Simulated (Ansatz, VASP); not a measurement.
# One calculation of BaB5, two programs

```
Ba B
1.0
     4.85133    0.00000    0.00000
    -2.42566    4.20137    0.00000
     0.00000    0.00000    3.98165
Ba B
1 5
Direct
  0.00000 0.00000 0.00000
  0.50000 0.00000 0.50000
  0.50000 0.50000 0.50000
  0.00000 0.50000 0.50000
  0.33333 0.66667 0.00000
  0.66667 0.33333 0.00000
```

Change from the starting cell: species swapped into the HoCo5 type (P6/mmm, No. 191).

Alike in both runs: task single point; functional PBE; k mesh 6 × 6 × 4; occupations gaussian, width 0.1 eV; no spin polarisation.

|  | VASP | Ansatz |
| --- | --- | --- |
| version | VASP 6.6.1 | Ansatz 0.2.0 |
| potentials or method | VASP PAW PBE potentials, release 64 (Ba_sv, B), cutoff 520 eV | scalar-relativistic, plane waves, PAW |
| valence electrons in the cell | 25 | 25 |

|  | VASP | Ansatz | Ansatz less VASP |
| --- | --- | --- | --- |
| gap on the k mesh at the Fermi level (eV) | none | none | - |
| pressure (GPa) | -14.0 | -15.4 | -1.45 |
| traceless stress, the component that is largest in VASP (GPa) | -17.57 | -16.91 | +0.656 |

A gap of «none» marks a metal or a gap that the smearing closes. With one functional, cell and mesh, what is left measures potentials, basis and numerics.

The k mesh is coarse, so the values compare programs but aren't converged. Neither program's run includes spin-orbit coupling.
